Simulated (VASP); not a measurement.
Mo6CO: single point with PBE

Mo6CO, a slab with vacuum:

```
Mo C O
1.0
     4.46958    0.00000    0.00000
    -2.23479    3.87077    0.00000
     0.00000    0.00000   22.25957
Mo C O
6 1 1
Direct
  0.66667 0.33333 0.17970
  0.33333 0.66667 0.22068
  0.00000 0.00000 0.26167
  0.66667 0.33333 0.29905
  0.33333 0.66667 0.33552
  0.00000 0.00000 0.37106
  0.16667 0.33333 0.46360
  0.31140 0.62280 0.47709
```

- Program: VASP 6.6.1
- Task: single point
- Functional: PBE
- Potentials or basis: VASP PAW PBE potentials, release 64 (Mo_sv, C, O)
- Cutoff: 520 eV
- k mesh: 6 × 6 × 1
- Occupations: gaussian, width 0.1 eV
- Spin: no spin polarisation
- Dipole correction: yes
- Further INCAR settings: ALGO = Normal; EDIFF = 1e-07; NBANDS = 57

```json
{
  "Largest force": "2.172 eV/Å"
}
```

Forces on the atoms (eV/Å):
```
Mo   0.000 -0.035  1.473
Mo   0.000  0.001  0.005
Mo   0.000  0.048 -2.171
Mo   0.000  0.114 -0.504
Mo   0.000 -0.073  0.281
Mo   0.000 -0.006  1.475
C    0.000 -0.259 -1.514
O    0.000  0.211  0.954
```

Levels at points of the mesh, in eV from the Fermi level:
| k point | band 45 | band 46 | band 47 | band 48 | band 49 | band 50 |
| --- | --- | --- | --- | --- | --- | --- |
| (0.00, 0.00, 0.00) | -1.23 | -1.23 | -0.77 | 0.28 | 0.43 | 0.60 |
| (0.50, 0.00, 0.00) | -0.72 | -0.19 | -0.07 | 0.02 | 0.19 | 0.52 |
| (0.00, 0.50, 0.00) | -0.59 | -0.30 | 0.00 | 0.04 | 0.16 | 0.56 |

It took 25 min on 1 thread of Oxide Virtual Turin-like Processor, on a shared host, peak memory 0.6 GiB.
